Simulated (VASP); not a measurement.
# MgO (P6_3/mmc) in VASP: further runs

MgO is run at these levels: PBE; tasks: single point.

All numbers are computed with VASP 6.6.1; they aren't measurements. Logs are shortened: lines on timing, memory, paths and dates and some standing lists are left out, and cuts for length are marked.

## (1) The cell of the first run

It takes space group P6_3/mmc (No. 194, hexagonal). The conventional cell has a = 3.415 Å, b = 3.415 Å, c = 4.093 Å, α = 90.00°, β = 90.00°, γ = 120.00°. Mg (site symmetry -6m2) has 5 O at 1.97 to 2.05 Å within 2.6 Å. O (site symmetry -6m2) has 5 Mg at 1.97 to 2.05 Å within 2.6 Å.

## (2) Single point, PBE

INCAR

```
PREC = Accurate ; ENCUT = 520
EDIFF = 1E-7 ; ISMEAR = -1
SIGMA = 0.05 ; LREAL = F
LASPH = T ; NELM = 100
ALGO = Normal ; ISIF = 2
LWAVE = F ; LCHARG = F
GGA = PE ; NBANDS = 16
```

KPOINTS

```
regular mesh
0
Gamma
  9 9 7
```

POSCAR

```
MgO
1.0
    3.4152073240      0.0000000000      0.0000000000
   -1.7076036621      2.9576563018      0.0000000000
    0.0000000000      0.0000000000      4.0927511408
Mg O
2 2
Direct
    0.3333333333      0.6666666667      0.2500000000
    0.6666666667      0.3333333333      0.7500000000
    0.3333333333      0.6666666667      0.7500000000
    0.6666666667      0.3333333333      0.2500000000
```

Potentials or basis: VASP PAW PBE potentials, release 64 (Mg, O).

The run is started by

```sh
$ cat potpaw_PBE.64/Mg/POTCAR potpaw_PBE.64/O/POTCAR > POTCAR
$ mpirun -np 1 vasp_std > vasp.out
```

OUTCAR:

```text
PREC = Accurate
   ENCUT = 520
   EDIFF = 1E-7
   ISMEAR = -1
   LREAL = F
   LASPH = T
   NELM = 100
   ISIF = 2
   GGA = PE

 ion  position               nearest neighbor table
   1  0.333  0.667  0.250-   4 1.97   4 1.97   4 1.97   3 2.05   3 2.05   2 2.84   2 2.84   2 2.84
                             2 2.84   2 2.84   2 2.84
   2  0.667  0.333  0.750-   3 1.97   3 1.97   3 1.97   4 2.05   4 2.05   1 2.84   1 2.84   1 2.84
                             1 2.84   1 2.84   1 2.84
   3  0.333  0.667  0.750-   2 1.97   2 1.97   2 1.97   1 2.05   1 2.05
   4  0.667  0.333  0.250-   1 1.97   1 1.97   1 1.97   2 2.05   2 2.05

  LATTYP: Found a hexagonal cell.
 ALAT       =     3.4152073240
 C/A-ratio  =     1.1983902447

  Lattice vectors:

 A1 = (   3.4152073240,   0.0000000000,   0.0000000000)
 A2 = (  -1.7076036621,   2.9576563018,   0.0000000000)
 A3 = (   0.0000000000,   0.0000000000,   4.0927511408)

Analysis of symmetry for initial positions (statically):
=====================================================================
 Subroutine PRICEL returns:
 Original cell was already a primitive cell.

 Routine SETGRP: Setting up the symmetry group for a
 hexagonal supercell.

 Subroutine GETGRP returns: Found 24 space group operations
 (whereof 12 operations were pure point group operations)
 out of a pool of 24 trial point group operations.

The static configuration has the point symmetry D_3d.
 The point group associated with its full space group is D_6h.

Analysis of symmetry for dynamics (positions and initial velocities):
=====================================================================
 Subroutine PRICEL returns:
 Original cell was already a primitive cell.

 Routine SETGRP: Setting up the symmetry group for a
 hexagonal supercell.

 Subroutine GETGRP returns: Found 24 space group operations
 (whereof 12 operations were pure point group operations)
 out of a pool of 24 trial point group operations.

The dynamic configuration has the point symmetry D_3d.
 The point group associated with its full space group is D_6h.

 Subroutine INISYM returns: Found 24 space group operations
 (whereof 12 operations are pure point group operations),
 and found     1 'primitive' translations

----------------------------------------------------------------------------------------

                                     Primitive cell

  volume of cell :      41.3409

  direct lattice vectors                    reciprocal lattice vectors
     3.415207324  0.000000000  0.000000000     0.292807992  0.169052773  0.000000000
    -1.707603662  2.957656302  0.000000000     0.000000000  0.338105546  0.000000000
     0.000000000  0.000000000  4.092751141     0.000000000  0.000000000  0.244334426

  length of vectors
     3.415207324  3.415207324  4.092751141     0.338105546  0.338105546  0.244334426

  position of ions in fractional coordinates (direct lattice)
     0.333333333  0.666666667  0.250000000
     0.666666667  0.333333333  0.750000000
     0.333333333  0.666666667  0.750000000
     0.666666667  0.333333333  0.250000000

  ion indices of the primitive-cell ions
   primitive index   ion index
                 1           1
                 2           2
                 3           3
                 4           4

----------------------------------------------------------------------------------------

 KPOINTS: regular mesh

Automatic generation of k-mesh.
 Grid dimensions read from file:
 generate k-points for:    9    9    7

 Generating k-lattice:

  Cartesian coordinates                     Fractional coordinates (reciprocal lattice)
     0.032534221  0.018783641  0.000000000     0.111111111 -0.000000000  0.000000000
     0.000000000  0.037567283  0.000000000     0.000000000  0.111111111  0.000000000
     0.000000000  0.000000000  0.034904918     0.000000000  0.000000000  0.142857143

  Length of vectors
     0.037567283  0.037567283  0.034904918

  Shift w.r.t. Gamma in fractional coordinates (k-lattice)
     0.000000000  0.000000000  0.000000000

 Subroutine IBZKPT returns following result:
 ===========================================

 Found     48 irreducible k-points:

 Following reciprocal coordinates:
            Coordinates               Weight
  0.000000  0.000000  0.000000      1.000000
  0.111111  0.000000  0.000000      6.000000
  0.222222  0.000000  0.000000      6.000000
  0.333333  0.000000  0.000000      6.000000
  0.444444  0.000000  0.000000      6.000000
  0.111111  0.111111  0.000000      6.000000
[... 16 lines left out ...]
  0.333333  0.222222  0.142857     24.000000
  0.333333  0.333333  0.142857      4.000000
 [... further k-points ...]
   k-points           NKPTS =     48   k-points in BZ     NKDIM =     48   number of bands    NBANDS=     16
   number of dos      NEDOS =    301   number of ions     NIONS =      4
   total plane-waves  NPLWV =  23520
   dimension x,y,z NGX =    28 NGY =   28 NGZ =   30
   dimension x,y,z NGXF=    56 NGYF=   56 NGZF=   60
   ions per type =               2   2
   NGX,Y,Z   is equivalent  to a cutoff of  13.63, 13.63, 12.19 a.u.
   NGXF,Y,Z  is equivalent  to a cutoff of  27.26, 27.26, 24.37 a.u.
 SYSTEM =  unknown system
   PREC   = accura    normal or accurate (medium, high low for compatibility)
   ISTART =      0    job   : 0-new  1-cont  2-samecut
   ICHARG =      2    charge: 1-file 2-atom 10-const
   ISPIN  =      1    spin polarized calculation?
   LNONCOLLINEAR =      F non collinear calculations
   LSORBIT =      F    spin-orbit coupling
   LASPH  =      T    aspherical Exc in radial PAW
   ENCUT  =  520.0 eV  38.22 Ry    6.18 a.u.   6.35  6.35  7.61*2*pi/ulx,y,z
   NELM   =    100;   NELMIN=  2; NELMDL= -5     # of ELM steps
   EDIFF  = 0.1E-06   stopping-criterion for ELM
   LREAL  =      F    real-space projection
   EDIFFG = 0.1E-05   stopping-criterion for IOM
   NSW    =      0    number of steps for IOM
   IBRION =     -1    ionic relax: 0-MD 1-quasi-New 2-CG
   NFREE  =      0    steps in history (QN), initial steepest desc. (CG)
   ISIF   =      2    stress and relaxation
   ISYM   =      2    0-nonsym 1-usesym 2-fastsym
   POTIM  = 0.5000    time-step for ionic-motion
   TEBEG  =    0.0;   TEEND  =   0.0 temperature during run
   PSTRESS=    0.0 pullay stress
   NELECT =      16.0000    total number of electrons
   NUPDOWN=      -1.0000    fix difference up-down
   EMIN   =  10.00;   EMAX   =-10.00  energy-range for DOS
   EFERMI =   0.00;   METHOD = LEGACY
   ISMEAR =    -1;   SIGMA  =   0.05  broadening in eV -4-tet -1-fermi 0-gaus
   EFERMI_NEDOS =   21; number of points for ismear=-14 and -15
   IALGO  =     38    algorithm
   IMIX   =      4    mixing-type and parameters
     AMIX     =   0.40;   BMIX     =  1.00
     AMIX_MAG =   1.60;   BMIX_MAG =  1.00
  volume/ion in A,a.u.               =      10.34        69.75
  Fermi-wavevector in a.u.,A,eV,Ry     =   1.193039  2.254518 19.365757  1.423343
  Thomas-Fermi vector in A             =   2.329063
   LORBIT       =      0    0 simple, 1 ext, 2 COOP (PROOUT), +10 PAW based schemes
   GGA     = PE    functional components
   LHFCALC =     F    Hartree Fock is set to
   AEXX    =    0.0000 exact exchange contribution
   IVDW    =     0    specifies the selected vdW correction
   LEPSILON=     F    determine dielectric tensor
   LRPA    =     F    only Hartree local field effects (RPA)
 non-spin polarized calculation
  energy-cutoff  :      520.00
  volume of cell :       41.34
 maximum number of plane-waves:      1131
 NGX is ok and might be reduce to    28
   NGX = 13   NGY = 13   NGZ = 15

 number of electron      15.9999996 magnetization

 Free energy of the ion-electron system (eV)
  ---------------------------------------------------
  ext. energy  EPLUGINS =         0.00000000
  ---------------------------------------------------
  free energy    TOTEN  =       -23.50937261 eV

  energy without entropy =      -23.50937261  energy(sigma->0) =      -23.50937261

 E-fermi :   3.3626     XC(G=0): -10.3522

 val. band max:        2.4315176046   @ k =   0.0000   0.0000   0.0000
 cond. band min:       6.1904778762   @ k =   0.0000   0.0000   0.0000
 fundamental gap:      3.7589602715
 Fermi energy:         3.3626472135

 k-point     1 :       0.0000    0.0000    0.0000
  band No.  band energies     occupation
      1     -14.7959      2.00000
      2     -13.2293      2.00000
      3      -1.4391      2.00000
      4       0.5688      2.00000
      5       0.5688      2.00000
      6       1.5421      2.00000
[... 8 lines left out ...]
     15      18.4032      0.00000
     16      18.7933      0.00000

 k-point     2 :       0.1111    0.0000    0.0000
  band No.  band energies     occupation
      1     -14.7276      2.00000
      2     -13.2400      2.00000
      3      -1.3378      2.00000
      4       0.3635      2.00000
      5       0.4668      2.00000
      6       1.2404      2.00000
[... 8 lines left out ...]
     15      17.9210      0.00000
     16      18.2506      0.00000

 k-point     3 :       0.2222    0.0000    0.0000
  band No.  band energies     occupation
      1     -14.5392      2.00000
      2     -13.2816      2.00000
      3      -1.0469      2.00000
      4      -0.2380      2.00000
      5       0.2554      2.00000
      6       0.8056      2.00000
[... 8 lines left out ...]
     15      17.1976      0.00000
     16      17.6063      0.00000

 k-point     4 :       0.3333    0.0000    0.0000
  band No.  band energies     occupation
      1     -14.2809      2.00000
      2     -13.3699      2.00000
      3      -0.9068      2.00000
      4      -0.6142      2.00000
      5       0.0598      2.00000
      6       0.5265      2.00000
[... 8 lines left out ...]
     15      17.1086      0.00000
     16      17.7217      0.00000

 k-point     5 :       0.4444    0.0000    0.0000
  band No.  band energies     occupation
      1     -14.0509      2.00000
      2     -13.4872      2.00000
      3      -1.3068      2.00000
      4      -0.1804      2.00000
      5      -0.0523      2.00000
      6       0.3870      2.00000
[... 8 lines left out ...]
     15      17.6703      0.00000
     16      17.8799      0.00000

 k-point     6 :       0.1111    0.1111    0.0000
  band No.  band energies     occupation
      1     -14.5991      2.00000
      2     -13.2664      2.00000
      3      -1.1414      2.00000
      4       0.0493      2.00000
      5       0.1612      2.00000
      6       0.9940      2.00000
[... 8 lines left out ...]
     15      17.4622      0.00000
     16      17.5644      0.00000
[... 267 lines left out ...]
 k-point    21 :       0.4444    0.1111    0.1429
  band No.  band energies     occupation
      1     -13.9379      2.00000
      2     -13.5407      2.00000
      3      -1.4788      2.00000
      4      -0.2631      2.00000
      5      -0.2047      2.00000
      6       0.4421      2.00000
[... 8 lines left out ...]
     15      17.0419      0.00000
     16      18.1886      0.00000

 k-point    22 :       0.2222    0.2222    0.1429
  band No.  band energies     occupation
      1     -14.0973      2.00000
      2     -13.4528      2.00000
      3      -1.0434      2.00000
      4      -0.8772      2.00000
      5       0.2569      2.00000
      6       0.4260      2.00000
[... 8 lines left out ...]
     15      17.3397      0.00000
     16      18.4308      0.00000

 k-point    23 :       0.3333    0.2222    0.1429
  band No.  band energies     occupation
      1     -13.8891      2.00000
      2     -13.5686      2.00000
      3      -1.3380      2.00000
      4      -0.6066      2.00000
      5      -0.1333      2.00000
      6       0.6926      2.00000
[... 8 lines left out ...]
     15      17.1056      0.00000
     16      18.6915      0.00000

 k-point    24 :       0.3333    0.3333    0.1429
  band No.  band energies     occupation
      1     -13.7127      2.00000
      2     -13.7127      2.00000
      3      -1.3519      2.00000
      4      -0.4321      2.00000
      5      -0.4321      2.00000
      6       1.0614      2.00000
[... 8 lines left out ...]
     15      16.8648      0.00000
     16      19.5603      0.00000

 [... further k-points ...]

------------------------ aborting loop because EDIFF is reached ----------------------------------------

  FORCE on cell =-STRESS in cart. coord.  units (eV):
  Direction    XX          YY          ZZ          XY          YZ          ZX
  --------------------------------------------------------------------------------------
  -------------------------------------------------------------------------------------
  Total        3.4740089      3.4740089      3.9336200     -0.0000000      0.0000000     -0.0000000
  in kB      134.6360609    134.6360609    152.4483981     -0.0000000      0.0000000     -0.0000000
  external PRESSURE =     140.5735066 kB  Pullay stress =       0.0000000 kB

 VOLUME and BASIS-vectors are now :
 -----------------------------------------------------------------------------
  energy-cutoff  :      520.00
  volume of cell :       41.34
      direct lattice vectors                 reciprocal lattice vectors
     3.415207324  0.000000000  0.000000000     0.292807992  0.169052773  0.000000000
    -1.707603662  2.957656302  0.000000000     0.000000000  0.338105546  0.000000000
     0.000000000  0.000000000  4.092751141     0.000000000  0.000000000  0.244334426

 POSITION                                       TOTAL-FORCE (eV/Angst)
 -----------------------------------------------------------------------------------
     -0.00000      1.97177      1.02319        -0.000000      0.000000      0.000000
      1.70760      0.98589      3.06956         0.000000     -0.000000      0.000000
     -0.00000      1.97177      3.06956         0.000000      0.000000      0.000000
      1.70760      0.98589      1.02319        -0.000000     -0.000000     -0.000000
 -----------------------------------------------------------------------------------
    total drift:                               -0.000000      0.000000     -0.000000

  FREE ENERGIE OF THE ION-ELECTRON SYSTEM (eV)
  ---------------------------------------------------
  free  energy   TOTEN  =       -23.5093726117 eV

  energy  without entropy=      -23.5093726116  energy(sigma->0) =      -23.50937261
```

It took 38 s on 1 thread of Intel Xeon 8259CL, shared host; peak memory 0.17 GiB.

Results:

| Property | Result |
| --- | --- |
| Free energy | -23.5094 eV |
| Pressure | 14.1 GPa |
| Band gap on the k mesh | 3.76 eV |

Caveat: the cell stands under pressure; an odd mesh through Γ misses points on the zone boundary, where band edges can lie.

[end of part 1 of 2]
